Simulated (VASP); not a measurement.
# Ir (P6_3/mmc) in VASP: a series of runs

Runs on Ir. Level: LDA. Tasks: single point.

Everything below comes from runs of VASP 6.6.1. Logs are shortened: lines on timing, memory, paths and dates and some standing lists are left out, and cuts for length are marked.

### 1 The cell of the first run

The structure is hexagonal, space group P6_3/mmc (No. 194). The conventional cell has a = 2.579 Å, b = 2.579 Å, c = 4.240 Å, α = 90.00°, β = 90.00°, γ = 120.00°. Within 3.4 Å of Ir (site symmetry -6m2) lie 12 Ir at 2.58 to 2.59 Å.

This isn't the form of Ir at room conditions, which is fcc.

### 2 Single point, LDA

Contents of INCAR:

```
PREC = Accurate
ENCUT = 500
EDIFF = 1E-6
ISMEAR = 0
SIGMA = 0.15
LREAL = F
LASPH = T
NELM = 120
ALGO = Normal
ISIF = 2
LWAVE = F
LCHARG = F
GGA = CA
NBANDS = 16
GGA_COMPAT = F
```

Contents of KPOINTS:

```
Automatic mesh
0
Gamma
  18 18 10
```

Contents of POSCAR:

```
Ir
1.0
    2.5790000000      0.0000000000      0.0000000000
   -1.2895000000      2.2334795163      0.0000000000
    0.0000000000      0.0000000000      4.2400000000
Ir
2
Direct
    0.6666666667      0.3333333333      0.7500000000
    0.3333333333      0.6666666667      0.2500000000
```

Potentials or basis: VASP PAW LDA potentials, release 64 (Ir).

The run is started by

```
cat potpaw_LDA.64/Ir/POTCAR > POTCAR
mpirun -np 1 vasp_std > vasp.out
```

OUTCAR:

```text
PREC = Accurate
   ENCUT = 500
   EDIFF = 1E-6
   ISMEAR = 0
   LREAL = F
   LASPH = T
   NELM = 120
   ISIF = 2
   GGA = CA

 ion  position               nearest neighbor table
   1  0.667  0.333  0.750-   2 2.59   2 2.59   2 2.59   2 2.59   2 2.59   2 2.59
   2  0.333  0.667  0.250-   1 2.59   1 2.59   1 2.59   1 2.59   1 2.59   1 2.59

  LATTYP: Found a hexagonal cell.
 ALAT       =     2.5790000000
 C/A-ratio  =     1.6440480807

  Lattice vectors:

 A1 = (   2.5790000000,   0.0000000000,   0.0000000000)
 A2 = (  -1.2895000000,   2.2334795163,   0.0000000000)
 A3 = (   0.0000000000,   0.0000000000,   4.2400000000)

Analysis of symmetry for initial positions (statically):
=====================================================================
 Subroutine PRICEL returns:
 Original cell was already a primitive cell.

 Routine SETGRP: Setting up the symmetry group for a
 hexagonal supercell.

 Subroutine GETGRP returns: Found 24 space group operations
 (whereof 12 operations were pure point group operations)
 out of a pool of 24 trial point group operations.

The static configuration has the point symmetry D_3d.
 The point group associated with its full space group is D_6h.

Analysis of symmetry for dynamics (positions and initial velocities):
=====================================================================
 Subroutine PRICEL returns:
 Original cell was already a primitive cell.

 Routine SETGRP: Setting up the symmetry group for a
 hexagonal supercell.

 Subroutine GETGRP returns: Found 24 space group operations
 (whereof 12 operations were pure point group operations)
 out of a pool of 24 trial point group operations.

The dynamic configuration has the point symmetry D_3d.
 The point group associated with its full space group is D_6h.

 Subroutine INISYM returns: Found 24 space group operations
 (whereof 12 operations are pure point group operations),
 and found     1 'primitive' translations

----------------------------------------------------------------------------------------

                                     Primitive cell

  volume of cell :      24.4230

  direct lattice vectors                    reciprocal lattice vectors
     2.579000000  0.000000000  0.000000000     0.387747189  0.223865944  0.000000000
    -1.289500000  2.233479516  0.000000000     0.000000000  0.447731888  0.000000000
     0.000000000  0.000000000  4.240000000     0.000000000  0.000000000  0.235849057

  length of vectors
     2.579000000  2.579000000  4.240000000     0.447731888  0.447731888  0.235849057

  position of ions in fractional coordinates (direct lattice)
     0.666666667  0.333333333  0.750000000
     0.333333333  0.666666667  0.250000000

  ion indices of the primitive-cell ions
   primitive index   ion index
                 1           1
                 2           2

----------------------------------------------------------------------------------------

 KPOINTS: Automatic mesh

Automatic generation of k-mesh.
 Grid dimensions read from file:
 generate k-points for:   18   18   10

 Generating k-lattice:

  Cartesian coordinates                     Fractional coordinates (reciprocal lattice)
     0.021541510  0.012436997  0.000000000     0.055555556  0.000000000  0.000000000
     0.000000000  0.024873994  0.000000000     0.000000000  0.055555556  0.000000000
     0.000000000  0.000000000  0.023584906     0.000000000  0.000000000  0.100000000

  Length of vectors
     0.024873994  0.024873994  0.023584906

  Shift w.r.t. Gamma in fractional coordinates (k-lattice)
     0.000000000  0.000000000  0.000000000

 Subroutine IBZKPT returns following result:
 ===========================================

 Found    222 irreducible k-points:

 Following reciprocal coordinates:
            Coordinates               Weight
  0.000000  0.000000  0.000000      1.000000
  0.055556  0.000000  0.000000      6.000000
  0.111111  0.000000  0.000000      6.000000
  0.166667 -0.000000  0.000000      6.000000
  0.222222  0.000000  0.000000      6.000000
  0.277778  0.000000  0.000000      6.000000
[... 16 lines left out ...]
  0.333333  0.111111  0.000000     12.000000
  0.388889  0.111111  0.000000     12.000000
 [... further k-points ...]
   k-points           NKPTS =    222   k-points in BZ     NKDIM =    222   number of bands    NBANDS=     16
   number of dos      NEDOS =    301   number of ions     NIONS =      2
   total plane-waves  NPLWV =  12800
   dimension x,y,z NGX =    20 NGY =   20 NGZ =   32
   dimension x,y,z NGXF=    40 NGYF=   40 NGZF=   64
   ions per type =               2
   NGX,Y,Z   is equivalent  to a cutoff of  12.89, 12.89, 12.55 a.u.
   NGXF,Y,Z  is equivalent  to a cutoff of  25.78, 25.78, 25.09 a.u.
 SYSTEM =  unknown system
   PREC   = accura    normal or accurate (medium, high low for compatibility)
   ISTART =      0    job   : 0-new  1-cont  2-samecut
   ICHARG =      2    charge: 1-file 2-atom 10-const
   ISPIN  =      1    spin polarized calculation?
   LNONCOLLINEAR =      F non collinear calculations
   LSORBIT =      F    spin-orbit coupling
   LASPH  =      T    aspherical Exc in radial PAW
   ENCUT  =  500.0 eV  36.75 Ry    6.06 a.u.   4.70  4.70  7.73*2*pi/ulx,y,z
   NELM   =    120;   NELMIN=  2; NELMDL= -5     # of ELM steps
   EDIFF  = 0.1E-05   stopping-criterion for ELM
   LREAL  =      F    real-space projection
   EDIFFG = 0.1E-04   stopping-criterion for IOM
   NSW    =      0    number of steps for IOM
   IBRION =     -1    ionic relax: 0-MD 1-quasi-New 2-CG
   NFREE  =      0    steps in history (QN), initial steepest desc. (CG)
   ISIF   =      2    stress and relaxation
   ISYM   =      2    0-nonsym 1-usesym 2-fastsym
   POTIM  = 0.5000    time-step for ionic-motion
   TEBEG  =    0.0;   TEEND  =   0.0 temperature during run
   PSTRESS=    0.0 pullay stress
   NELECT =      18.0000    total number of electrons
   NUPDOWN=      -1.0000    fix difference up-down
   EMIN   =  10.00;   EMAX   =-10.00  energy-range for DOS
   EFERMI =   0.00;   METHOD = LEGACY
   ISMEAR =     0;   SIGMA  =   0.15  broadening in eV -4-tet -1-fermi 0-gaus
   EFERMI_NEDOS =   21; number of points for ismear=-14 and -15
   IALGO  =     38    algorithm
   IMIX   =      4    mixing-type and parameters
     AMIX     =   0.40;   BMIX     =  1.00
     AMIX_MAG =   1.60;   BMIX_MAG =  1.00
  volume/ion in A,a.u.               =      12.21        82.41
  Fermi-wavevector in a.u.,A,eV,Ry     =   1.478765  2.794461 29.752500  2.186747
  Thomas-Fermi vector in A             =   2.593006
   LORBIT       =      0    0 simple, 1 ext, 2 COOP (PROOUT), +10 PAW based schemes
   GGA     = CA    functional components
   LHFCALC =     F    Hartree Fock is set to
   AEXX    =    0.0000 exact exchange contribution
   IVDW    =     0    specifies the selected vdW correction
   LEPSILON=     F    determine dielectric tensor
   LRPA    =     F    only Hartree local field effects (RPA)
 non-spin polarized calculation
 Gauss-broadening in eV      SIGMA  =   0.15
  energy-cutoff  :      500.00
  volume of cell :       24.42
 maximum number of plane-waves:       632
 NGX is ok and might be reduce to    20
   NGX =  9   NGY =  9   NGZ = 15

 number of electron      18.0000002 magnetization

 Free energy of the ion-electron system (eV)
  ---------------------------------------------------
  ext. energy  EPLUGINS =         0.00000000
  ---------------------------------------------------
  free energy    TOTEN  =       -19.76159649 eV

  energy without entropy =      -19.74304152  energy(sigma->0) =      -19.75231900

 E-fermi :  13.2520     XC(G=0): -15.0005

 val. band max:       13.2501496305   @ k =   0.3333   0.0556   0.2000
 cond. band min:      13.2521515048   @ k =   0.3889   0.1667   0.1000
 fundamental gap:      0.0020018743
 Fermi energy:        13.2520489562

 k-point     1 :       0.0000    0.0000    0.0000
  band No.  band energies     occupation
      1       0.3510      2.00000
      2       3.2878      2.00000
      3       8.0978      2.00000
      4       8.3857      2.00000
      5       8.3857      2.00000
      6       9.1949      2.00000
[... 8 lines left out ...]
     15      29.3070      0.00000
     16      30.9168      0.00000

 k-point     2 :       0.0556    0.0000    0.0000
  band No.  band energies     occupation
      1       0.4963      2.00000
      2       3.4218      2.00000
      3       7.8936      2.00000
      4       8.5142      2.00000
      5       8.5534      2.00000
      6       9.1040      2.00000
[... 8 lines left out ...]
     15      29.5146      0.00000
     16      31.1785      0.00000

 k-point     3 :       0.1111    0.0000    0.0000
  band No.  band energies     occupation
      1       0.9175      2.00000
      2       3.7950      2.00000
      3       7.5220      2.00000
      4       8.7379      2.00000
      5       8.8947      2.00000
      6       8.9975      2.00000
[... 8 lines left out ...]
     15      30.0649      0.00000
     16      31.9211      0.00000

 k-point     4 :       0.1667   -0.0000    0.0000
  band No.  band energies     occupation
      1       1.5680      2.00000
      2       4.2971      2.00000
      3       7.1548      2.00000
      4       8.2941      2.00000
      5       8.4605      2.00000
      6       9.4392      2.00000
[... 8 lines left out ...]
     15      30.4848      0.00000
     16      32.3567      0.00000
[... 324 lines left out ...]
 k-point    22 :       0.2778    0.1111    0.0000
  band No.  band energies     occupation
      1       4.1662      2.00000
      2       4.8260      2.00000
      3       5.5433      2.00000
      4       7.1918      2.00000
      5       8.0960      2.00000
      6       8.6268      2.00000
[... 8 lines left out ...]
     15      26.8463      0.00000
     16      28.4834      0.00000

 k-point    23 :       0.3333    0.1111    0.0000
  band No.  band energies     occupation
      1       4.4263      2.00000
      2       4.6062      2.00000
      3       5.0463      2.00000
      4       7.8202      2.00000
      5       7.9959      2.00000
      6       8.9910      2.00000
[... 8 lines left out ...]
     15      25.3606      0.00000
     16      27.9191      0.00000

 k-point    24 :       0.3889    0.1111    0.0000
  band No.  band energies     occupation
      1       4.2979      2.00000
      2       4.6480      2.00000
      3       4.7413      2.00000
      4       7.9776      2.00000
      5       8.4162      2.00000
      6       8.7218      2.00000
[... 8 lines left out ...]
     15      25.1737      0.00000
     16      27.5724      0.00000

 [... further k-points ...]

------------------------ aborting loop because EDIFF is reached ----------------------------------------

  FORCE on cell =-STRESS in cart. coord.  units (eV):
  Direction    XX          YY          ZZ          XY          YZ          ZX
  --------------------------------------------------------------------------------------
  -------------------------------------------------------------------------------------
  Total       12.0670917     12.0670917     10.8280779      0.0000000      0.0000000      0.0000000
  in kB      791.6150114    791.6150113    710.3342896      0.0000000      0.0000000      0.0000000
  external PRESSURE =     764.5214374 kB  Pullay stress =       0.0000000 kB

 VOLUME and BASIS-vectors are now :
 -----------------------------------------------------------------------------
  energy-cutoff  :      500.00
  volume of cell :       24.42
      direct lattice vectors                 reciprocal lattice vectors
     2.579000000  0.000000000  0.000000000     0.387747189  0.223865944  0.000000000
    -1.289500000  2.233479516  0.000000000     0.000000000  0.447731888  0.000000000
     0.000000000  0.000000000  4.240000000     0.000000000  0.000000000  0.235849057

 POSITION                                       TOTAL-FORCE (eV/Angst)
 -----------------------------------------------------------------------------------
      1.28950      0.74449      3.18000         0.000000     -0.000000      0.000000
     -0.00000      1.48899      1.06000        -0.000000      0.000000      0.000000
 -----------------------------------------------------------------------------------
    total drift:                               -0.000000      0.000000     -0.000000

  FREE ENERGIE OF THE ION-ELECTRON SYSTEM (eV)
  ---------------------------------------------------
  free  energy   TOTEN  =       -19.7615964930 eV

  energy  without entropy=      -19.7430415165  energy(sigma->0) =      -19.75231900
```

Wall time 1.8 min (1 thread of AMD EPYC 7R13, shared host); peak memory 0.15 GiB.

Results:

- Free energy: -19.7616 eV
- Pressure: 76.5 GPa
- Band gap on the k mesh: zero (bands 9 and 10 overlap by 4.38 eV)

Caveat: the cell stands under pressure; spin-orbit coupling is left out, which moves the levels of the heavy elements.

### 3 Single point, LDA

This run uses another cell than the first one, of 12.28 Å³/atom.

Contents of INCAR:

```
SYSTEM = Ir
ALGO = Normal
EDIFF = 1E-6
ENCUT = 500
GGA_COMPAT = .False.
ISIF = 2
ISMEAR = 0
LASPH = .True.
LCHARG = .True.
LELF = .True.
LREAL = .False.
LVHAR = .True.
LWAVE = .False.
NBANDS = 16
NELM = 120
PREC = Accurate
SIGMA = 0.15
```

Contents of KPOINTS:

```
k-points
0
Gamma
  18 18 10
  0 0 0
```

Contents of POSCAR:

```
Ir
1.0
    2.6512000000      0.0000000000      0.0000000000
   -1.3256000000      2.2960065505      0.0000000000
    0.0000000000      0.0000000000      4.0353000000
Ir
2
Direct
    0.6666666667      0.3333333333      0.7500000000
    0.3333333333      0.6666666667      0.2500000000
```

Potentials or basis: VASP PAW LDA potentials, release 64 (Ir).

The run is started by

```
cat potpaw_LDA.64/Ir/POTCAR > POTCAR
mpirun -np 1 vasp_std > vasp.out
```

Wall time 1.9 min (1 thread of AMD EPYC 7R13, shared host); peak memory 0.15 GiB.

It converged, with:

* Free energy: -19.6763 eV
* Pressure: 75.6 GPa
* Band gap on the k mesh: zero (bands 9 and 10 overlap by 4.08 eV)

Stress tensor (GPa, compression positive):
```
 61.11   0.00   0.00
  0.00  61.11   0.00
  0.00   0.00 104.65
```

Levels at points of the mesh, in eV from the Fermi level:
```csv
k point,band 7,band 8,band 9,band 10,band 11,band 12
"(0.00, 0.00, 0.00)",-3.96,-3.74,-3.74,-0.40,0.20,0.20
"(0.50, 0.00, 0.00)",-3.30,0.32,1.07,1.60,3.31,4.86
"(0.00, 0.00, 0.50)",-5.16,-5.16,-0.58,-0.58,-0.58,-0.58
"(0.50, 0.00, 0.50)",-1.38,-1.38,0.78,0.78,2.23,2.23
```

Caveat: the cell stands under pressure; spin-orbit coupling is left out, which moves the levels of the heavy elements.

### 4 Single point, LDA

This run uses another cell than the first one, of 12.42 Å³/atom.

Contents of INCAR:

```
PREC = Accurate ; ENCUT = 500
EDIFF = 1E-6 ; ISMEAR = 0
SIGMA = 0.15 ; LREAL = False
LASPH = True ; NELM = 120
ALGO = Normal ; ISIF = 2
LWAVE = False ; LCHARG = False
NBANDS = 16 ; GGA_COMPAT = False
```

Contents of KPOINTS:

```
regular mesh
0
Gamma
  18 18 10
```

Contents of POSCAR:

```
Ir
1.0
    2.5159000000      0.0000000000      0.0000000000
   -1.2579500000      2.1788333134      0.0000000000
    0.0000000000      0.0000000000      4.5325000000
Ir
2
Direct
    0.6666666667      0.3333333333      0.7500000000
    0.3333333333      0.6666666667      0.2500000000
```

The run is started by

```
cat potpaw_LDA.64/Ir/POTCAR > POTCAR
mpirun -np 1 vasp_std > vasp.out
```

Run time: 1.8 min. Hardware: 1 thread of AMD EPYC 7R13, shared host; peak memory 0.15 GiB.

The run converged. Its results:

```
Free energy            : -19.5778 eV
Pressure               : 70.6 GPa
Band gap on the k mesh : zero (bands 9 and 10 overlap by 4.54 eV)
```

Stress tensor (GPa, compression positive):
```
94.71  0.00  0.00
 0.00 94.71  0.00
 0.00  0.00 22.40
```

Levels at points of the mesh, in eV from the Fermi level:
| k point | band 7 | band 8 | band 9 | band 10 | band 11 | band 12 |
| --- | --- | --- | --- | --- | --- | --- |
| (0.00, 0.00, 0.00) | -4.02 | -2.02 | -1.66 | -1.66 | 0.66 | 0.66 |
| (0.50, 0.00, 0.00) | -3.39 | 0.90 | 1.99 | 2.28 | 3.91 | 5.61 |
| (0.00, 0.00, 0.50) | -4.50 | -4.50 | -0.20 | -0.20 | -0.20 | -0.20 |
| (0.50, 0.00, 0.50) | -1.01 | -1.01 | 2.15 | 2.15 | 2.42 | 2.42 |

Caveat: the cell stands under pressure; spin-orbit coupling is left out, which moves the levels of the heavy elements.

### 5 Single point, LDA

This run uses another cell than the first one, of 12.42 Å³/atom.

Contents of INCAR:

```
ALGO = Normal
EDIFF = 1E-6
ENCUT = 500
GGA = CA
GGA_COMPAT = F
ISIF = 2
ISMEAR = 0
LASPH = T
LCHARG = T
LELF = T
LREAL = F
LVHAR = T
LWAVE = F
NBANDS = 16
NELM = 120
PREC = Accurate
SIGMA = 0.15
```

Contents of KPOINTS:

```
k-points
0
Gamma
  18 18 10
```

Contents of POSCAR:

```
Ir
1.0
    2.5790000000      0.0000000000      0.0000000000
   -1.2895000000      2.2334795163      0.0000000000
    0.0000000000      0.0000000000      4.3131000000
Ir
2
Direct
    0.6666666667      0.3333333333      0.7500000000
    0.3333333333      0.6666666667      0.2500000000
```

The run is started by

```
cat potpaw_LDA.64/Ir/POTCAR > POTCAR
mpirun -np 1 vasp_std > vasp.out
```

Wall time 1.8 min (1 thread of AMD EPYC 7R13, shared host); peak memory 0.16 GiB.

The run converged. Its results:

| Property | Result |
| --- | --- |
| Free energy | -19.9225 eV |
| Pressure | 64.4 GPa |
| Band gap on the k mesh | zero (bands 9 and 10 overlap by 4.38 eV) |

Stress tensor (GPa, compression positive):
```
70.82  0.00  0.00
 0.00 70.82  0.00
 0.00  0.00 51.57
```

Levels at points of the mesh, in eV from the Fermi level:
```tsv
k point	band 6	band 7	band 8	band 9	band 10	band 11	band 12	band 13
(0.00, 0.00, 0.00)	-3.96	-3.96	-2.57	-2.57	-1.40	0.41	0.41	8.01
(0.50, 0.00, 0.00)	-3.89	-3.80	1.14	1.23	1.68	3.68	5.35	9.27
(0.00, 0.00, 0.50)	-4.76	-4.76	-4.76	-0.50	-0.50	-0.50	-0.50	13.63
(0.50, 0.00, 0.50)	-2.46	-1.17	-1.17	1.49	1.49	2.38	2.38	9.19
```

Caveat: the cell stands under pressure; spin-orbit coupling is left out, which moves the levels of the heavy elements.

(Continued in part 2 of 2.)
